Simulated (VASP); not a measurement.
Here is a VASP 6.6.1 calculation.

Contents of INCAR:

```
SYSTEM = SiO2
PREC = Accurate
ENCUT = 520
EDIFF = 1E-6
ISMEAR = 0
SIGMA = 0.02
LREAL = .FALSE.
LASPH = .TRUE.
NELM = 100
ALGO = Normal
ISIF = 2
LWAVE = .FALSE.
LCHARG = .TRUE.
GGA = PS
LELF = .TRUE.
LVHAR = .TRUE.
NBANDS = 25
```

Contents of KPOINTS:

```
Automatic mesh
0
G
  8 8 8
  0 0 0
```

Contents of POSCAR:

```
SiO2
1.0
   -2.3740500000      2.3740500000      3.7440000000
    2.3740500000     -2.3740500000      3.7440000000
    2.3740500000      2.3740500000     -3.7440000000
Si O
2 4
Direct
    0.0000000000      0.0000000000      0.0000000000
    0.7500000000      0.2500000000      0.5000000000
    0.9983800000      0.6250000000      0.8733800000
    0.3750000000      0.2483800000      0.3733800000
    0.7516200000      0.1250000000      0.1266200000
    0.8750000000      0.0016200000      0.6266200000
```

Potentials or basis: VASP PAW PBE potentials, release 64 (Si, O).

Command:

```console
$ cat potpaw_PBE.64/Si/POTCAR potpaw_PBE.64/O/POTCAR > POTCAR
$ mpirun -np 1 vasp_std > vasp.out
```

Task: What does it give for the pressure?

Result: 1.6 GPa.

Task: What does it give for the band gap on the k mesh?

Result: 5.97 eV, direct.

Task: Predict the largest force.

Result: 0.027 eV/Å.

Stress tensor (GPa, compression positive):
```
2.29 0.00 0.00
0.00 2.29 0.00
0.00 0.00 0.36
```

Caveat: the PAW data sets were made with another functional, which shifts forces and pressure a little. As with any semilocal functional, this PBEsol gap is likely too small.
